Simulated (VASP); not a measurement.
Wanted: the native input for a VASP 6.6.1 run.

| Item | Value |
| --- | --- |
| Task | single point |
| Functional | BLYP |
| Dispersion | D3(BJ) |
| Potentials or basis | VASP PAW PBE potentials, release 64 (Ge_d) |
| Cutoff | 520 eV |
| k mesh | 8 × 8 × 4 |
| Occupations | fermi-dirac, width 0.05 eV |
| Spin | no spin polarisation |
| Dipole correction | no |
| Further INCAR settings | ALGO = Normal; EDIFF = 1e-06; NBANDS = 36 |

The structure of Ge lies in POSCAR:

```
Ge
1.0
    4.0316754921      0.0000000000      0.0000000000
   -2.0158377461      3.4915333960      0.0000000000
    0.0000000000      0.0000000000      6.6608967329
Ge
4
Direct
    0.3333333333      0.6666666667      0.9368870954
    0.6666666667      0.3333333333      0.4368870954
    0.3333333333      0.6666666667      0.5631129046
    0.6666666667      0.3333333333      0.0631129046
```

The input as run:

INCAR

```
AGGAC = 1.0
AGGAX = 1.0
ALDAC = 0.0
ALDAX = 1.0
ALGO = Normal
EDIFF = 1E-6
ENCUT = 520
GGA = B5
ISIF = 2
ISMEAR = -1
IVDW = 12
LASPH = True
LCHARG = True
LELF = True
LREAL = False
LVHAR = True
LWAVE = False
NBANDS = 36
NELM = 80
PREC = Accurate
SIGMA = 0.05
VDW_A1 = 0.4298
VDW_A2 = 4.2359
VDW_S6 = 1.0
VDW_S8 = 2.6996
```

KPOINTS

```
k-points
0
Gamma
  8 8 4
```

Potentials or basis: VASP PAW PBE potentials, release 64 (Ge_d).

Run with:

```console
$ cat potpaw_PBE.64/Ge_d/POTCAR > POTCAR
$ mpirun -np 1 vasp_std > vasp.out
```

Results of the run:

```
Pressure                   : 0.2 GPa
Largest force              : 0.004 eV/Å
Band gap on the k mesh     : 0.19 eV, indirect (least direct gap 0.24 eV)
Dispersion energy per atom : -0.658 eV
```

Caveat: the PAW data sets were made with another functional, which shifts forces and pressure a little.

Run time: 72 s on 1 thread of AMD EPYC 9R45 96-Core Processor (Zen 5) (shared host), peak memory 0.21 GiB.
